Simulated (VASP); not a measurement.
# Au (Cmcm) in VASP: settings compared

Aim: see how the results for Au move with the level of theory and the settings. Levels: LDA, r2SCAN. Tasks: single point.

All numbers are computed with VASP 6.6.1; they aren't measurements. Logs are shortened: lines on timing, memory, paths and dates and some standing lists are left out, and cuts for length are marked.

**1. The cell of the first run**

It takes space group Cmcm (No. 63, orthorhombic). Conventional cell: a = 2.878 Å, b = 5.212 Å, c = 4.989 Å, α = 90.00°, β = 90.00°, γ = 90.00°. Au (site symmetry m2m) has 12 Au at 2.88 to 3.03 Å within 3.8 Å.

**2. Single point, LDA**

Input file INCAR:

```
ALGO = Fast
EDIFF = 1E-6
ENCUT = 520
GGA = CA
ISIF = 2
ISMEAR = -1
LASPH = True
LCHARG = False
LREAL = False
LWAVE = False
NBANDS = 18
NELM = 100
PREC = Accurate
SIGMA = 0.05
```

Input file KPOINTS:

```
k-points
0
Gamma
  11 11 6
```

Input file POSCAR:

```
Au
1.0
    1.4389897367     -2.6060620855      0.0000000000
    1.4389897367      2.6060620855      0.0000000000
    0.0000000000      0.0000000000      4.9891384766
Au
2
Direct
    0.3346720300      0.6653279700      0.2500000000
    0.6653279700      0.3346720300      0.7500000000
```

Potentials or basis: VASP PAW LDA potentials, release 64 (Au).

Launch:

```sh
$ cat potpaw_LDA.64/Au/POTCAR > POTCAR
$ mpirun -np 1 vasp_std > vasp.out
```

OUTCAR:

```text
EDIFF = 1E-6
   ENCUT = 520
   GGA = CA
   ISIF = 2
   ISMEAR = -1
   LASPH = True
   LREAL = False
   NELM = 100
   PREC = Accurate

 ion  position               nearest neighbor table
   1  0.335  0.665  0.250-   2 3.01   2 3.01   2 3.01   2 3.01   2 3.03   2 3.03
   2  0.665  0.335  0.750-   1 3.01   1 3.01   1 3.01   1 3.01   1 3.03   1 3.03

  LATTYP: Found a base centered orthorhombic cell.
 ALAT       =     2.8779794734
 B/A-ratio  =     1.8110359088
 C/A-ratio  =     1.7335559627

  Lattice vectors:

 A1 = (   1.4389897367,  -2.6060620855,   0.0000000000)
 A2 = (   1.4389897367,   2.6060620855,   0.0000000000)
 A3 = (   0.0000000000,   0.0000000000,   4.9891384766)

Analysis of symmetry for initial positions (statically):
=====================================================================
 Subroutine PRICEL returns:
 Original cell was already a primitive cell.

 Routine SETGRP: Setting up the symmetry group for a
 base centered orthorhombic supercell.

 Subroutine GETGRP returns: Found  8 space group operations
 (whereof  4 operations were pure point group operations)
 out of a pool of  8 trial point group operations.

The static configuration has the point symmetry C_2h.
 The point group associated with its full space group is D_2h.

Analysis of symmetry for dynamics (positions and initial velocities):
=====================================================================
 Subroutine PRICEL returns:
 Original cell was already a primitive cell.

 Routine SETGRP: Setting up the symmetry group for a
 base centered orthorhombic supercell.

 Subroutine GETGRP returns: Found  8 space group operations
 (whereof  4 operations were pure point group operations)
 out of a pool of  8 trial point group operations.

The dynamic configuration has the point symmetry C_2h.
 The point group associated with its full space group is D_2h.

 Subroutine INISYM returns: Found  8 space group operations
 (whereof  4 operations are pure point group operations),
 and found     1 'primitive' translations

----------------------------------------------------------------------------------------

                                     Primitive cell

  volume of cell :      37.4195

  direct lattice vectors                    reciprocal lattice vectors
     1.438989737 -2.606062086  0.000000000     0.347465995 -0.191860356  0.000000000
     1.438989737  2.606062086  0.000000000     0.347465995  0.191860356  0.000000000
     0.000000000  0.000000000  4.989138477     0.000000000  0.000000000  0.200435407

  length of vectors
     2.976953318  2.976953318  4.989138477     0.396916885  0.396916885  0.200435407

  position of ions in fractional coordinates (direct lattice)
     0.334672030  0.665327970  0.250000000
     0.665327970  0.334672030  0.750000000

  ion indices of the primitive-cell ions
   primitive index   ion index
                 1           1
                 2           2

----------------------------------------------------------------------------------------

 KPOINTS: k-points

Automatic generation of k-mesh.
 Grid dimensions read from file:
 generate k-points for:   11   11    6

 Generating k-lattice:

  Cartesian coordinates                     Fractional coordinates (reciprocal lattice)
     0.031587818 -0.017441851  0.000000000     0.090909091  0.000000000  0.000000000
     0.031587818  0.017441851  0.000000000     0.000000000  0.090909091  0.000000000
     0.000000000  0.000000000  0.033405901     0.000000000  0.000000000  0.166666667

  Length of vectors
     0.036083353  0.036083353  0.033405901

  Shift w.r.t. Gamma in fractional coordinates (k-lattice)
     0.000000000  0.000000000  0.000000000

 Subroutine IBZKPT returns following result:
 ===========================================

 Found    144 irreducible k-points:

 Following reciprocal coordinates:
            Coordinates               Weight
  0.000000  0.000000  0.000000      1.000000
  0.090909 -0.000000  0.000000      4.000000
  0.181818  0.000000  0.000000      4.000000
  0.272727 -0.000000  0.000000      4.000000
  0.363636 -0.000000  0.000000      4.000000
  0.454545  0.000000  0.000000      4.000000
[... 16 lines left out ...]
 -0.272727  0.181818  0.000000      4.000000
 -0.181818  0.181818  0.000000      2.000000
 [... further k-points ...]
   k-points           NKPTS =    144   k-points in BZ     NKDIM =    144   number of bands    NBANDS=     18
   number of dos      NEDOS =    301   number of ions     NIONS =      2
   total plane-waves  NPLWV =  23040
   dimension x,y,z NGX =    24 NGY =   24 NGZ =   40
   dimension x,y,z NGXF=    48 NGYF=   48 NGZF=   80
   ions per type =               2
   NGX,Y,Z   is equivalent  to a cutoff of  13.40, 13.40, 13.33 a.u.
   NGXF,Y,Z  is equivalent  to a cutoff of  26.81, 26.81, 26.66 a.u.
 SYSTEM =  unknown system
   PREC   = accura    normal or accurate (medium, high low for compatibility)
   ISTART =      0    job   : 0-new  1-cont  2-samecut
[... 22 lines left out ...]
   ISMEAR =    -1;   SIGMA  =   0.05  broadening in eV -4-tet -1-fermi 0-gaus
   EFERMI_NEDOS =   21; number of points for ismear=-14 and -15
   IALGO  =     68    algorithm
   IMIX   =      4    mixing-type and parameters
     AMIX     =   0.40;   BMIX     =  1.00
     AMIX_MAG =   1.60;   BMIX_MAG =  1.00
  volume/ion in A,a.u.               =      18.71       126.26
  Fermi-wavevector in a.u.,A,eV,Ry     =   1.371460  2.591683 25.591222  1.880902
  Thomas-Fermi vector in A             =   2.497155
   LORBIT       =      0    0 simple, 1 ext, 2 COOP (PROOUT), +10 PAW based schemes
   GGA     = CA    functional components
   LHFCALC =     F    Hartree Fock is set to
   AEXX    =    0.0000 exact exchange contribution
   IVDW    =     0    specifies the selected vdW correction
   LEPSILON=     F    determine dielectric tensor
   LRPA    =     F    only Hartree local field effects (RPA)
 non-spin polarized calculation
 RMM-DIIS sequential band-by-band and
  energy-cutoff  :      520.00
  volume of cell :       37.42
 maximum number of plane-waves:      1034
 NGX is ok and might be reduce to    24
   NGX = 11   NGY = 11   NGZ = 19

 number of electron      22.0000004 magnetization

 Free energy of the ion-electron system (eV)
  ---------------------------------------------------
  ext. energy  EPLUGINS =         0.00000000
  ---------------------------------------------------
  free energy    TOTEN  =        -8.64296379 eV

  energy without entropy =       -8.63566613  energy(sigma->0) =       -8.63931496

 E-fermi :   7.7069     XC(G=0): -12.4464

 val. band max:        7.6900891279   @ k =   0.1818   0.1818   0.3333
 cond. band min:       7.7219419083   @ k =  -0.3636   0.0909   0.3333
 fundamental gap:      0.0318527803
 Fermi energy:         7.7068510284

 k-point     1 :       0.0000    0.0000    0.0000
  band No.  band energies     occupation
      1      -1.1891      2.00000
      2       1.1158      2.00000
      3       3.3209      2.00000
      4       3.3755      2.00000
      5       3.6748      2.00000
      6       3.9045      2.00000
[... 10 lines left out ...]
     17      25.0278      0.00000
     18      25.9063      0.00000

 k-point     2 :       0.0909   -0.0000    0.0000
  band No.  band energies     occupation
      1      -0.9389      2.00000
      2       1.3242      2.00000
      3       3.2892      2.00000
      4       3.5491      2.00000
      5       3.7409      2.00000
      6       3.9162      2.00000
[... 10 lines left out ...]
     17      24.2703      0.00000
     18      25.1996      0.00000

 k-point     3 :       0.1818    0.0000    0.0000
  band No.  band energies     occupation
      1      -0.2340      2.00000
      2       1.8271      2.00000
      3       3.1781      2.00000
      4       3.6478      2.00000
      5       3.7016      2.00000
      6       3.9775      2.00000
[... 10 lines left out ...]
     17      24.0657      0.00000
     18      24.7546      0.00000

 k-point     4 :       0.2727   -0.0000    0.0000
  band No.  band energies     occupation
      1       0.7280      2.00000
      2       2.0793      2.00000
      3       2.9590      2.00000
      4       3.3480      2.00000
      5       3.5474      2.00000
      6       3.9439      2.00000
[... 375 lines left out ...]
      4       2.8531      2.00000
      5       3.5482      2.00000
      6       3.6427      2.00000
[... 10 lines left out ...]
     17      22.1716      0.00000
     18      23.2079      0.00000

 k-point    23 :      -0.2727    0.1818    0.0000
  band No.  band energies     occupation
      1       0.2962      2.00000
      2       2.0309      2.00000
      3       2.9671      2.00000
      4       3.2943      2.00000
      5       3.3713      2.00000
      6       3.9568      2.00000
[... 10 lines left out ...]
     17      23.4351      0.00000
     18      24.5630      0.00000

 k-point    24 :      -0.1818    0.1818    0.0000
  band No.  band energies     occupation
      1      -0.3154      2.00000
      2       1.7046      2.00000
      3       3.0370      2.00000
      4       3.3676      2.00000
      5       3.7044      2.00000
      6       4.0062      2.00000
[... 10 lines left out ...]
     17      24.0507      0.00000
     18      24.3666      0.00000

 [... further k-points ...]
[... 5 lines left out ...]
  --------------------------------------------------------------------------------------
  -------------------------------------------------------------------------------------
  Total       -3.3544318     -3.9781106     -3.7087954      0.0000000      0.0000000      0.0000000
  in kB     -143.6254975   -170.3293273   -158.7981540      0.0000000      0.0000000      0.0000000
  external PRESSURE =    -157.5843263 kB  Pullay stress =       0.0000000 kB

 VOLUME and BASIS-vectors are now :
 -----------------------------------------------------------------------------
  energy-cutoff  :      520.00
  volume of cell :       37.42
      direct lattice vectors                 reciprocal lattice vectors
     1.438989737 -2.606062086  0.000000000     0.347465995 -0.191860356  0.000000000
     1.438989737  2.606062086  0.000000000     0.347465995  0.191860356  0.000000000
     0.000000000  0.000000000  4.989138477     0.000000000  0.000000000  0.200435407

 POSITION                                       TOTAL-FORCE (eV/Angst)
 -----------------------------------------------------------------------------------
      1.43899      0.86171      1.24728         0.000000      0.005647     -0.000000
      1.43899     -0.86171      3.74185         0.000000     -0.005647      0.000000
 -----------------------------------------------------------------------------------
    total drift:                                0.000000     -0.000000     -0.000000

  FREE ENERGIE OF THE ION-ELECTRON SYSTEM (eV)
  ---------------------------------------------------
  free  energy   TOTEN  =        -8.6429637858 eV

  energy  without entropy=       -8.6356661255  energy(sigma->0) =       -8.63931496
```

It took 35 s on 1 thread of Intel Xeon Platinum 8488C (Sapphire Rapids), shared host; peak memory 0.19 GiB.

What came out:

- Free energy: -8.6430 eV
- Pressure: -15.8 GPa
- Largest force: 0.006 eV/Å
- Band gap on the k mesh: zero (band 11 reaches 11.23 eV, above the bottom of band 12 at 5.35 eV)

Forces in eV/Å, atoms in the order of the input:
```
Au   0.000  0.006  0.000
Au   0.000 -0.006  0.000
```

Levels at points of the mesh, in eV from the Fermi level:
```
           k point  band 8  band 9  band 10  band 11  band 12  band 13  band 14  band 15
(0.00, 0.00, 0.00)   -3.23   -3.08    -2.06    -1.98    -0.74     2.18    14.58    15.46
(0.00, 0.00, 0.50)   -3.86   -2.48    -2.48    -2.34    -2.34     9.85     9.85    14.87
```

Caveat: spin-orbit coupling is left out, which moves the levels of the heavy elements.

**3. Single point, r2SCAN**

This run uses another cell than the first one, of 16.59 Å³/atom, 0.887 times its volume.

Input file POSCAR:

```
Au
1.0
    1.3824996368     -2.5037564861      0.0000000000
    1.3824996368      2.5037564861      0.0000000000
    0.0000000000      0.0000000000      4.7932809775
Au
2
Direct
    0.3346720300      0.6653279700      0.2500000000
    0.6653279700      0.3346720300      0.7500000000
```

Input file INCAR.step1:

```
SYSTEM = Au
PREC     = Accurate       ! precision mode
ENCUT    = 520            ! plane-wave cutoff, eV
ISMEAR   = -1             ! smearing method
SIGMA    = 0.05           ! smearing width, eV
LREAL    = .FALSE.        ! projectors in reciprocal space
LASPH    = .TRUE.         ! aspherical terms in the spheres
NELM     = 60             ! most SCF steps
NBANDS   = 18             ! bands
GGA      = PE             ! functional
ALGO     = Normal         ! electronic algorithm
EDIFF    = 1E-4           ! SCF threshold, eV
LWAVE    = .TRUE.         ! write WAVECAR
LCHARG   = .FALSE.        ! write CHGCAR
```

Input file INCAR.step2:

```
SYSTEM = Au
PREC     = Accurate       ! precision mode
ENCUT    = 520            ! plane-wave cutoff, eV
EDIFF    = 1E-6           ! SCF threshold, eV
ISMEAR   = -1             ! smearing method
SIGMA    = 0.05           ! smearing width, eV
LREAL    = .FALSE.        ! projectors in reciprocal space
LASPH    = .TRUE.         ! aspherical terms in the spheres
NELM     = 60             ! most SCF steps
ALGO     = Normal         ! electronic algorithm
ISIF     = 2              ! what is computed and relaxed
LWAVE    = .FALSE.        ! write WAVECAR
LCHARG   = .FALSE.        ! write CHGCAR
METAGGA  = R2SCAN         ! meta-GGA
LMIXTAU  = .TRUE.       
NBANDS   = 18             ! bands
ISTART   = 1
```

Input file KPOINTS:

```
Automatic mesh
0
G
  11 11 6
  0 0 0
```

Potentials or basis: VASP PAW PBE potentials, release 64 (Au).

Launch:

```sh
$ cat potpaw_PBE.64/Au/POTCAR > POTCAR
$ cp INCAR.step1 INCAR
$ mpirun -np 1 vasp_std > vasp.out
$ cp INCAR.step2 INCAR
$ mpirun -np 1 vasp_std > vasp.out
```

Wall time 1.9 min (1 thread of Intel Xeon Platinum 8488C (Sapphire Rapids), shared host); peak memory 0.21 GiB.

Results (log left out):

```
Free energy            : -101.1041 eV
Pressure               : 11.1 GPa
Largest force          : 0.041 eV/Å
Band gap on the k mesh : zero (band 11 reaches 13.86 eV, above the bottom of band 12 at 6.91 eV)
```

Forces in eV/Å, atoms in the order of the input:
```
Au   0.000 -0.041  0.000
Au   0.000  0.041  0.000
```

Stress tensor (GPa, compression positive):
```
15.14  0.00  0.00
 0.00  9.26  0.00
 0.00  0.00  9.03
```

Levels at points of the mesh, in eV from the Fermi level:
```tsv
k point	band 7	band 8	band 9	band 10	band 11	band 12	band 13	band 14	band 15	band 16
(0.00, 0.00, 0.00)	-4.34	-3.93	-3.73	-2.45	-2.36	-1.16	2.80	15.42	16.42	17.68
(0.00, 0.00, 0.50)	-4.70	-4.70	-2.98	-2.98	-2.81	-2.81	11.15	11.15	15.74	15.74
```

Caveat: the PAW data sets were made with another functional, which shifts forces and pressure a little; spin-orbit coupling is left out, which moves the levels of the heavy elements.

**4. Single point, r2SCAN**

This run uses another cell than the first one, of 16.94 Å³/atom, 0.906 times its volume.

Input file POSCAR:

```
Au
1.0
    1.3922358705     -2.5213891550      0.0000000000
    1.3922358705      2.5213891550      0.0000000000
    0.0000000000      0.0000000000      4.8270375896
Au
2
Direct
    0.3346720300      0.6653279700      0.2500000000
    0.6653279700      0.3346720300      0.7500000000
```

Input file INCAR.step1:

```
PREC = Accurate
ENCUT = 520
ISMEAR = -1
SIGMA = 0.05
LREAL = False
LASPH = True
NELM = 60
NBANDS = 18
GGA = PE
ALGO = Normal
EDIFF = 1E-4
LWAVE = True
LCHARG = False
```

Input file INCAR.step2:

```
PREC = Accurate
ENCUT = 520
EDIFF = 1E-7
ISMEAR = -1
SIGMA = 0.05
LREAL = False
LASPH = True
NELM = 60
ALGO = Normal
ISIF = 2
LWAVE = False
LCHARG = False
METAGGA = R2SCAN
LMIXTAU = True
NBANDS = 18
ISTART = 1
```

Input file KPOINTS:

```
regular mesh
0
Gamma
  11 11 6
```

Launch:

```sh
$ cat potpaw_PBE.64/Au/POTCAR > POTCAR
$ cp INCAR.step1 INCAR
$ mpirun -np 1 vasp_std > vasp.out
$ cp INCAR.step2 INCAR
$ mpirun -np 1 vasp_std > vasp.out
```

Run time: 2.1 min. Hardware: 1 thread of Intel Xeon Platinum 8488C (Sapphire Rapids), shared host; peak memory 0.21 GiB.

Results (log left out):

| Quantity | Value |
| --- | --- |
| Free energy | -101.1440 eV |
| Pressure | 6.9 GPa |
| Largest force | 0.031 eV/Å |
| Band gap on the k mesh | zero (band 11 reaches 13.44 eV, above the bottom of band 12 at 6.60 eV) |

Forces on the atoms (eV/Å):
```
Au   0.000 -0.031  0.000
Au   0.000  0.031  0.000
```

Stress tensor (GPa, compression positive):
```
10.37  0.00  0.00
 0.00  5.11  0.00
 0.00  0.00  5.15
```

Levels at points of the mesh, in eV from the Fermi level:
| k point | band 8 | band 9 | band 10 | band 11 | band 12 | band 13 | band 14 | band 15 |
| --- | --- | --- | --- | --- | --- | --- | --- | --- |
| (0.00, 0.00, 0.00) | -3.85 | -3.66 | -2.42 | -2.34 | -1.05 | 2.69 | 15.43 | 16.40 |
| (0.00, 0.00, 0.50) | -4.59 | -2.94 | -2.94 | -2.77 | -2.77 | 11.00 | 11.00 | 15.74 |

Caveat: the PAW data sets were made with another functional, which shifts forces and pressure a little; spin-orbit coupling is left out, which moves the levels of the heavy elements.

**5. Single point, r2SCAN**

This run uses another cell than the first one, of 17.30 Å³/atom, 0.925 times its volume.

Input file POSCAR:

```
Au
1.0
    1.4018378006     -2.5387785952      0.0000000000
    1.4018378006      2.5387785952      0.0000000000
    0.0000000000      0.0000000000      4.8603285560
Au
2
Direct
    0.3346720300      0.6653279700      0.2500000000
    0.6653279700      0.3346720300      0.7500000000
```

Input file INCAR.step1:

```
PREC = Accurate ; ENCUT = 520
ISMEAR = -1 ; SIGMA = 0.05
LREAL = False ; LASPH = True
NELM = 80 ; NBANDS = 18
GGA = PE ; ALGO = Normal
EDIFF = 1E-4 ; LWAVE = True
LCHARG = False
```

Input file INCAR.step2:

```
PREC = Accurate ; ENCUT = 520
EDIFF = 1E-6 ; ISMEAR = -1
SIGMA = 0.05 ; LREAL = False
LASPH = True ; NELM = 80
ALGO = Normal ; ISIF = 2
LWAVE = False ; LCHARG = True
METAGGA = R2SCAN ; LMIXTAU = True
LELF = True ; LVHAR = True
NBANDS = 18 ; ISTART = 1
```

Input file KPOINTS:

```
Automatic mesh
0
Gamma
  11 11 6
```

Launch:

```sh
$ cat potpaw_PBE.64/Au/POTCAR > POTCAR
$ cp INCAR.step1 INCAR
$ mpirun -np 1 vasp_std > vasp.out
$ cp INCAR.step2 INCAR
$ mpirun -np 1 vasp_std > vasp.out
```

It took 1.9 min on 1 thread of Intel Xeon Platinum 8488C (Sapphire Rapids), shared host; peak memory 0.21 GiB.

It converged, with:

| Item | Value |
| --- | --- |
| Free energy | -101.1663 eV |
| Pressure | 3.1 GPa |
| Largest force | 0.022 eV/Å |
| Band gap on the k mesh | zero (band 11 reaches 13.02 eV, above the bottom of band 12 at 6.29 eV) |

Forces on the atoms (eV/Å):
```
Au   0.000 -0.022  0.000
Au   0.000  0.022  0.000
```

Stress tensor (GPa, compression positive):
```
6.20 0.00 0.00
0.00 1.46 0.00
0.00 0.00 1.79
```

Levels at points of the mesh, in eV from the Fermi level:
```csv
k point,band 7,band 8,band 9,band 10,band 11,band 12,band 13,band 14,band 15,band 16
"(0.00, 0.00, 0.00)",-4.16,-3.77,-3.59,-2.40,-2.31,-0.94,2.59,15.43,16.39,17.63
"(0.00, 0.00, 0.50)",-4.48,-4.48,-2.89,-2.89,-2.73,-2.73,10.85,10.85,15.73,15.73
```

Caveat: the PAW data sets were made with another functional, which shifts forces and pressure a little; spin-orbit coupling is left out, which moves the levels of the heavy elements.

**6. The runs side by side**

```csv
level,potentials or basis,cell,gap on the mesh (eV),pressure (GPa),largest force (eV/Å)
LDA,"VASP PAW LDA potentials, release 64 (Au)","a = 2.977, b = 2.977, c = 4.989 Å, angles 90.0, 90.0, 122.2°, 2 atoms",none,-15.8,0.01
r2SCAN,"VASP PAW PBE potentials, release 64 (Au)","a = 2.860, b = 2.860, c = 4.793 Å, angles 90.0, 90.0, 122.2°, 2 atoms",none,11.1,0.04
r2SCAN,"VASP PAW PBE potentials, release 64 (Au)","a = 2.880, b = 2.880, c = 4.827 Å, angles 90.0, 90.0, 122.2°, 2 atoms",none,6.9,0.03
r2SCAN,"VASP PAW PBE potentials, release 64 (Au)","a = 2.900, b = 2.900, c = 4.860 Å, angles 90.0, 90.0, 122.2°, 2 atoms",none,3.1,0.02
```

Alike in all rows: task single point; no spin polarisation; k mesh 11 × 11 × 6; cutoff (eV) 520; smearing fermi-dirac 0.05 eV.

Caveats: spin-orbit coupling is left out, which moves the levels of the heavy elements; the PAW data sets were made with another functional, which shifts forces and pressure a little (some runs).

Total energies depend on the potentials used, so only differences within one code and one set of settings carry meaning.
